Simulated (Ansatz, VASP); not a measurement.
# One calculation of ZnO, two programs

File INCAR:

```
SYSTEM = ZnO
ALGO = Normal
EDIFF = 1E-7
ENCUT = 520
GGA = PE
ISIF = 2
ISMEAR = 0
IVDW = 12
LASPH = .TRUE.
LCHARG = .FALSE.
LREAL = .FALSE.
LWAVE = .FALSE.
NBANDS = 26
NELM = 60
PREC = Accurate
SIGMA = 0.05
```

Contents of KPOINTS:

```
k-points
0
G
  9 9 4
  0 0 0
```

POSCAR

```
ZnO
1.0
    3.3372866661      0.0000000000      0.0000000000
   -1.6686433330      2.8047511399      0.0000000000
    0.0000000000      0.0000000000      7.1304413500
Zn O
2 2
Direct
    0.0000000000      0.0000000000      0.7500000000
    0.0000000000      0.0000000000      0.2500000000
    0.3333333333      0.6666666667      0.2500000000
    0.6666666667      0.3333333333      0.7500000000
```

Input for Ansatz:

```yaml
crystal:
  lattice:
    - [3.3372866661, 0.0, 0.0]
    - [-1.668643333, 2.8047511399, 0.0]
    - [0.0, 0.0, 7.13044135]
  atoms:
    - { symbol: Zn, position: [0.0, 0.0, 0.75] }
    - { symbol: Zn, position: [0.0, 0.0, 0.25] }
    - { symbol: O, position: [0.3333333333, 0.6666666667, 0.25] }
    - { symbol: O, position: [0.6666666667, 0.3333333333, 0.75] }
basis:
  ecutwfc: 420
kpoints:
  mp_grid: { grid: [9, 9, 4] }
hamiltonian:
  xc: pbe
  dispersion: d3bj
scf:
  occupations: { method: gaussian, width: 0.05 }
output:
  forces: true
  stress: true
  eigenvalues: true
```

Change from the starting cell: strain +0.0150 x Voigt [1, -1, 0, 0, 0, 0], atoms carried along.

Alike in both runs: task single point; functional PBE; dispersion D3(BJ); k mesh 9 × 9 × 4; occupations gaussian, width 0.05 eV; no spin polarisation.

|  | VASP | Ansatz |
| --- | --- | --- |
| version | VASP 6.6.1 | Ansatz 0.2.0 |
| potentials or method | VASP PAW PBE potentials, release 64 (Zn, O), cutoff 520 eV | scalar-relativistic, plane waves, PAW |
| valence electrons in the cell | 36 | 36 |

```csv
,VASP,Ansatz,Ansatz less VASP
gap on the k mesh at the Fermi level (eV),0.78,0.78,0.000
least direct gap on the mesh (eV),0.78,0.78,0.000
pressure (GPa),-1.4,-2.2,-0.78
"traceless stress, the component that is largest in VASP (GPa)",3.24,2.73,-0.517
rms of the force components (eV/Å),0.228,0.214,-0.0137
```

Atom by atom the forces differ by 0.014 eV/Å (rms over components).
